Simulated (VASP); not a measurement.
Here is a VASP 6.6.1 calculation.

File POSCAR:

```
ZrS
1.0
    0.0000000000      2.6250000000      2.6250000000
    2.6250000000      0.0000000000      2.6250000000
    2.6250000000      2.6250000000      0.0000000000
Zr S
1 1
Direct
   -0.0833333333     -0.0833333333      0.0833333333
    0.5000000000      0.5000000000      0.5000000000
```

INCAR.step1

```
SYSTEM = ZrS
PREC = Accurate ; ENCUT = 550
ISMEAR = 0 ; SIGMA = 0.15
LREAL = .False. ; LASPH = .True.
NELM = 120 ; NBANDS = 16
GGA = PE ; ALGO = Normal
EDIFF = 1E-5 ; LWAVE = .True.
LCHARG = .False. ; GGA_COMPAT = .False.
```

Contents of INCAR.step2:

```
SYSTEM = ZrS
PREC = Accurate ; ENCUT = 550
EDIFF = 1E-6 ; ISMEAR = 0
SIGMA = 0.15 ; LREAL = .False.
LASPH = .True. ; NELM = 120
ALGO = Normal ; ISIF = 2
LWAVE = .False. ; LCHARG = .False.
METAGGA = R2SCAN ; LMIXTAU = .True.
NBANDS = 16 ; ISTART = 1
GGA_COMPAT = .False.
```

KPOINTS

```
Automatic mesh
0
Gamma
  16 16 16
  0 0 0
```

Potentials or basis: VASP PAW PBE potentials, release 64 (Zr_sv, S).

Run with:

```sh
$ cat potpaw_PBE.64/Zr_sv/POTCAR potpaw_PBE.64/S/POTCAR > POTCAR
$ cp INCAR.step1 INCAR
$ mpirun -np 1 vasp_std > vasp.out
$ cp INCAR.step2 INCAR
$ mpirun -np 1 vasp_std > vasp.out
```

(1) What does it give for the band gap on the k mesh?

(2) What does it give for the largest force?

(3) Predict the pressure.

Results:

(1) zero (bands 9 and 10 overlap by 1.80 eV).

(2) 5.150 eV/Å.

(3) 10.8 GPa.

Caveat: the cell differs from its parent crystal (all Zr atoms moved +0.438 Å, as atom 1 towards its neighbour atom 2 (S) at 2.625 Å); the cell stands under pressure; the PAW data sets were made with another functional, which shifts forces and pressure a little.
